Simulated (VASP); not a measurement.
# TiAl (Pmmm) in VASP: further runs

The runs below take TiAl through single point, with PBEsol.

All numbers are computed with VASP 6.6.1; they aren't measurements. Logs are shortened: lines on timing, memory, paths and dates and some standing lists are left out, and cuts for length are marked.

### 1 The cell of the first run

Symmetry: Pmmm, No. 47, orthorhombic system. The conventional cell has a = 2.925 Å, b = 3.156 Å, c = 3.272 Å, α = 90.00°, β = 90.00°, γ = 90.00°. Ti (site symmetry mmm) has 8 Al at 2.70 Å and 6 Ti at 2.93 to 3.27 Å within 3.6 Å. Al (site symmetry mmm) has 8 Ti at 2.70 Å and 6 Al at 2.93 to 3.27 Å within 3.6 Å.

### 2 Single point, PBEsol (normal strain along x -0.0733, normal strain along y +0.0367)

The input, INCAR:

```
SYSTEM = TiAl
PREC     = Accurate       ! precision mode
ENCUT    = 520            ! plane-wave cutoff, eV
EDIFF    = 1E-6           ! SCF threshold, eV
ISMEAR   = 0              ! smearing method
SIGMA    = 0.15           ! smearing width, eV
LREAL    = .FALSE.        ! projectors in reciprocal space
LASPH    = .TRUE.         ! aspherical terms in the spheres
NELM     = 100            ! most SCF steps
ALGO     = Fast           ! electronic algorithm
ISIF     = 2              ! what is computed and relaxed
LWAVE    = .FALSE.        ! write WAVECAR
LCHARG   = .FALSE.        ! write CHGCAR
GGA      = PS             ! functional
NBANDS   = 14             ! bands
```

The input, KPOINTS:

```
Automatic mesh
0
G
  14 14 14
  0 0 0
```

The input, POSCAR:

```
TiAl
1.0
    2.9250135935      0.0000000000      0.0000000000
    0.0000000000      3.2722149481      0.0000000000
    0.0000000000      0.0000000000      3.1563759507
Ti Al
1 1
Direct
    0.0000000000      0.0000000000      0.0000000000
    0.5000000000      0.5000000000      0.5000000000
```

Potentials or basis: VASP PAW PBE potentials, release 64 (Ti_sv, Al).

On the command line:

```bash
cat potpaw_PBE.64/Ti_sv/POTCAR potpaw_PBE.64/Al/POTCAR > POTCAR
mpirun -np 1 vasp_std > vasp.out
```

OUTCAR:

```text
SYSTEM = TiAl
   PREC = Accurate
   ENCUT = 520
   EDIFF = 1E-6
   ISMEAR = 0
   LREAL = .FALSE.
   LASPH = .TRUE.
   NELM = 100
   ISIF = 2
   GGA = PS

 ion  position               nearest neighbor table
   1  0.000  0.000  0.000-   2 2.70   2 2.70   2 2.70   2 2.70   2 2.70   2 2.70   2 2.70   2 2.70

   2  0.500  0.500  0.500-   1 2.70   1 2.70   1 2.70   1 2.70   1 2.70   1 2.70   1 2.70   1 2.70

  LATTYP: Found a simple orthorhombic cell.
 ALAT       =     2.9250135935
 B/A-ratio  =     1.0790978742
 C/A-ratio  =     1.1187007662

  Lattice vectors:

 A1 = (  -2.9250135935,   0.0000000000,   0.0000000000)
 A2 = (   0.0000000000,   0.0000000000,   3.1563759507)
 A3 = (   0.0000000000,   3.2722149481,   0.0000000000)

Analysis of symmetry for initial positions (statically):
=====================================================================
 Subroutine PRICEL returns:
 Original cell was already a primitive cell.

 Routine SETGRP: Setting up the symmetry group for a
 simple orthorhombic supercell.

 Subroutine GETGRP returns: Found  8 space group operations
 (whereof  8 operations were pure point group operations)
 out of a pool of  8 trial point group operations.

The static configuration has the point symmetry D_2h.

Analysis of symmetry for dynamics (positions and initial velocities):
=====================================================================
 Subroutine PRICEL returns:
 Original cell was already a primitive cell.

 Routine SETGRP: Setting up the symmetry group for a
 simple orthorhombic supercell.

 Subroutine GETGRP returns: Found  8 space group operations
 (whereof  8 operations were pure point group operations)
 out of a pool of  8 trial point group operations.

The dynamic configuration has the point symmetry D_2h.

 Subroutine INISYM returns: Found  8 space group operations
 (whereof  8 operations are pure point group operations),
 and found     1 'primitive' translations

----------------------------------------------------------------------------------------

                                     Primitive cell

  volume of cell :      30.2105

  direct lattice vectors                    reciprocal lattice vectors
     2.925013594  0.000000000  0.000000000     0.341878753  0.000000000  0.000000000
     0.000000000  3.272214948  0.000000000     0.000000000  0.305603396  0.000000000
     0.000000000  0.000000000  3.156375951     0.000000000  0.000000000  0.316819040

  length of vectors
     2.925013594  3.272214948  3.156375951     0.341878753  0.305603396  0.316819040

  position of ions in fractional coordinates (direct lattice)
     0.000000000  0.000000000  0.000000000
     0.500000000  0.500000000  0.500000000

  ion indices of the primitive-cell ions
   primitive index   ion index
                 1           1
                 2           2

----------------------------------------------------------------------------------------

 KPOINTS: Automatic mesh

Automatic generation of k-mesh.
 Grid dimensions read from file:
 generate k-points for:   14   14   14

 Generating k-lattice:

  Cartesian coordinates                     Fractional coordinates (reciprocal lattice)
     0.024419911  0.000000000  0.000000000     0.071428571  0.000000000  0.000000000
     0.000000000  0.021828814  0.000000000     0.000000000  0.071428571  0.000000000
     0.000000000  0.000000000  0.022629931     0.000000000  0.000000000  0.071428571

  Length of vectors
     0.024419911  0.021828814  0.022629931

  Shift w.r.t. Gamma in fractional coordinates (k-lattice)
     0.000000000  0.000000000  0.000000000

 Subroutine IBZKPT returns following result:
 ===========================================

 Found    512 irreducible k-points:

 Following reciprocal coordinates:
            Coordinates               Weight
  0.000000  0.000000  0.000000      1.000000
  0.071429  0.000000  0.000000      2.000000
  0.142857  0.000000  0.000000      2.000000
  0.214286  0.000000  0.000000      2.000000
  0.285714  0.000000  0.000000      2.000000
  0.357143  0.000000  0.000000      2.000000
[... 16 lines left out ...]
  0.428571  0.142857  0.000000      4.000000
  0.500000  0.142857  0.000000      2.000000
 [... further k-points ...]
   k-points           NKPTS =    512   k-points in BZ     NKDIM =    512   number of bands    NBANDS=     14
   number of dos      NEDOS =    301   number of ions     NIONS =      2
   total plane-waves  NPLWV =  13824
   dimension x,y,z NGX =    24 NGY =   24 NGZ =   24
   dimension x,y,z NGXF=    48 NGYF=   48 NGZF=   48
   ions per type =               1   1
   NGX,Y,Z   is equivalent  to a cutoff of  13.64, 12.19, 12.64 a.u.
   NGXF,Y,Z  is equivalent  to a cutoff of  27.28, 24.39, 25.28 a.u.
 SYSTEM =  TiAl
   PREC   = accura    normal or accurate (medium, high low for compatibility)
   ISTART =      0    job   : 0-new  1-cont  2-samecut
   ICHARG =      2    charge: 1-file 2-atom 10-const
   ISPIN  =      1    spin polarized calculation?
   LNONCOLLINEAR =      F non collinear calculations
   LSORBIT =      F    spin-orbit coupling
   LASPH  =      T    aspherical Exc in radial PAW
   ENCUT  =  520.0 eV  38.22 Ry    6.18 a.u.   5.44  6.08  5.87*2*pi/ulx,y,z
   NELM   =    100;   NELMIN=  2; NELMDL= -5     # of ELM steps
   EDIFF  = 0.1E-05   stopping-criterion for ELM
   LREAL  =      F    real-space projection
   EDIFFG = 0.1E-04   stopping-criterion for IOM
   NSW    =      0    number of steps for IOM
   IBRION =     -1    ionic relax: 0-MD 1-quasi-New 2-CG
   NFREE  =      0    steps in history (QN), initial steepest desc. (CG)
   ISIF   =      2    stress and relaxation
   ISYM   =      2    0-nonsym 1-usesym 2-fastsym
   POTIM  = 0.5000    time-step for ionic-motion
   TEBEG  =    0.0;   TEEND  =   0.0 temperature during run
   PSTRESS=    0.0 pullay stress
   NELECT =      15.0000    total number of electrons
   NUPDOWN=      -1.0000    fix difference up-down
   EMIN   =  10.00;   EMAX   =-10.00  energy-range for DOS
   EFERMI =   0.00;   METHOD = LEGACY
   ISMEAR =     0;   SIGMA  =   0.15  broadening in eV -4-tet -1-fermi 0-gaus
   EFERMI_NEDOS =   21; number of points for ismear=-14 and -15
   IALGO  =     68    algorithm
   IMIX   =      4    mixing-type and parameters
     AMIX     =   0.40;   BMIX     =  1.00
     AMIX_MAG =   1.60;   BMIX_MAG =  1.00
  volume/ion in A,a.u.               =      15.11       101.94
  Fermi-wavevector in a.u.,A,eV,Ry     =   1.296341  2.449728 22.864574  1.680499
  Thomas-Fermi vector in A             =   2.427803
   LORBIT       =      0    0 simple, 1 ext, 2 COOP (PROOUT), +10 PAW based schemes
   GGA     = PS    functional components
   LHFCALC =     F    Hartree Fock is set to
   AEXX    =    0.0000 exact exchange contribution
   IVDW    =     0    specifies the selected vdW correction
   LEPSILON=     F    determine dielectric tensor
   LRPA    =     F    only Hartree local field effects (RPA)
 non-spin polarized calculation
 RMM-DIIS sequential band-by-band and
 Gauss-broadening in eV      SIGMA  =   0.15
  energy-cutoff  :      520.00
  volume of cell :       30.21
 maximum number of plane-waves:       834
 NGX is ok and might be reduce to    24
   NGX = 11   NGY = 13   NGZ = 11

 number of electron      15.0000002 magnetization

 Free energy of the ion-electron system (eV)
  ---------------------------------------------------
  ext. energy  EPLUGINS =         0.00000000
  ---------------------------------------------------
  free energy    TOTEN  =       -12.98205100 eV

  energy without entropy =      -12.95484983  energy(sigma->0) =      -12.96845042

 E-fermi :   9.2779     XC(G=0): -11.4568

 val. band max:        9.2766802483   @ k =   0.2857   0.0714   0.4286
 cond. band min:       9.2806024737   @ k =   0.5000   0.1429   0.2143
 fundamental gap:      0.0039222255
 Fermi energy:         9.2778896539

 k-point     1 :       0.0000    0.0000    0.0000
  band No.  band energies     occupation
      1     -47.1900      2.00000
      2     -23.5538      2.00000
      3     -23.5131      2.00000
      4     -23.3628      2.00000
      5      -0.2004      2.00000
      6       7.6059      2.00000
      7       7.8587      2.00000
      8      10.9369      0.00000
      9      11.4263      0.00000
     10      11.5806      0.00000
     11      12.7292      0.00000
     12      13.6763      0.00000
     13      15.9846      0.00000
     14      18.2247      0.00000

 k-point     2 :       0.0714    0.0000    0.0000
  band No.  band energies     occupation
      1     -47.1880      2.00000
      2     -23.5520      2.00000
      3     -23.5113      2.00000
      4     -23.3817      2.00000
      5      -0.1034      2.00000
      6       7.6561      2.00000
      7       7.8723      2.00000
      8      10.9544      0.00000
      9      11.1132      0.00000
     10      11.3611      0.00000
     11      13.0873      0.00000
     12      13.9410      0.00000
     13      15.3242      0.00000
     14      18.6063      0.00000

 k-point     3 :       0.1429    0.0000    0.0000
  band No.  band energies     occupation
      1     -47.1823      2.00000
      2     -23.5466      2.00000
      3     -23.5062      2.00000
      4     -23.4342      2.00000
      5       0.1842      2.00000
      6       7.7876      2.00000
      7       7.8723      2.00000
      8      10.5627      0.00000
      9      10.8991      0.00000
     10      11.0039      0.00000
     11      13.7795      0.00000
     12      14.2072      0.00000
     13      14.5458      0.00000
     14      18.0885      0.00000
[... 324 lines left out ...]
 k-point    23 :       0.4286    0.1429    0.0000
  band No.  band energies     occupation
      1     -47.1489      2.00000
      2     -23.7128      2.00000
      3     -23.5415      2.00000
      4     -23.4758      2.00000
      5       3.1996      2.00000
      6       5.2917      2.00000
      7       8.5520      2.00000
      8       9.0668      1.95342
      9       9.5132      0.02649
     10      11.0082      0.00000
     11      13.1341      0.00000
     12      15.5825      0.00000
     13      16.7865      0.00000
     14      18.3720      0.00000

 k-point    24 :       0.5000    0.1429    0.0000
  band No.  band energies     occupation
      1     -47.1469      2.00000
      2     -23.7306      2.00000
      3     -23.5395      2.00000
      4     -23.4740      2.00000
      5       3.9812      2.00000
      6       4.4521      2.00000
      7       8.6696      2.00000
      8       8.9733      1.99591
      9       9.4446      0.11600
     10      11.0325      0.00000
     11      13.2059      0.00000
     12      15.8352      0.00000
     13      16.6992      0.00000
     14      18.8183      0.00000

 [... further k-points ...]
[... 5 lines left out ...]
  --------------------------------------------------------------------------------------
  -------------------------------------------------------------------------------------
  Total        0.9213579      1.5477444      0.6433587      0.0000000      0.0000000     -0.0000000
  in kB       48.8630444     82.0826554     34.1197093      0.0000000      0.0000000     -0.0000000
  external PRESSURE =      55.0218030 kB  Pullay stress =       0.0000000 kB

 VOLUME and BASIS-vectors are now :
 -----------------------------------------------------------------------------
  energy-cutoff  :      520.00
  volume of cell :       30.21
      direct lattice vectors                 reciprocal lattice vectors
     2.925013594  0.000000000  0.000000000     0.341878753  0.000000000  0.000000000
     0.000000000  3.272214948  0.000000000     0.000000000  0.305603396  0.000000000
     0.000000000  0.000000000  3.156375951     0.000000000  0.000000000  0.316819040

 POSITION                                       TOTAL-FORCE (eV/Angst)
 -----------------------------------------------------------------------------------
      0.00000      0.00000      0.00000         0.000000      0.000000      0.000000
      1.46251      1.63611      1.57819         0.000000      0.000000      0.000000
 -----------------------------------------------------------------------------------
    total drift:                                0.000000      0.000000      0.000000

  FREE ENERGIE OF THE ION-ELECTRON SYSTEM (eV)
  ---------------------------------------------------
  free  energy   TOTEN  =       -12.9820510000 eV

  energy  without entropy=      -12.9548498315  energy(sigma->0) =      -12.96845042
```

It took 3.4 min on 1 thread of Intel Xeon Platinum 8259CL at 2.50GHz (Skylake/Cascade Lake), shared host; peak memory 0.32 GiB.

What came out:

| Quantity | Value |
| --- | --- |
| Free energy | -12.9821 eV |
| Pressure | 5.5 GPa |

Stress tensor (GPa, compression positive):
```
4.89 0.00 0.00
0.00 8.21 0.00
0.00 0.00 3.41
```

Caveat: the cell differs from its parent crystal (normal strain along x -0.0733, normal strain along y +0.0367); the PAW data sets were made with another functional, which shifts forces and pressure a little.

(Continued in part 2 of 2.)
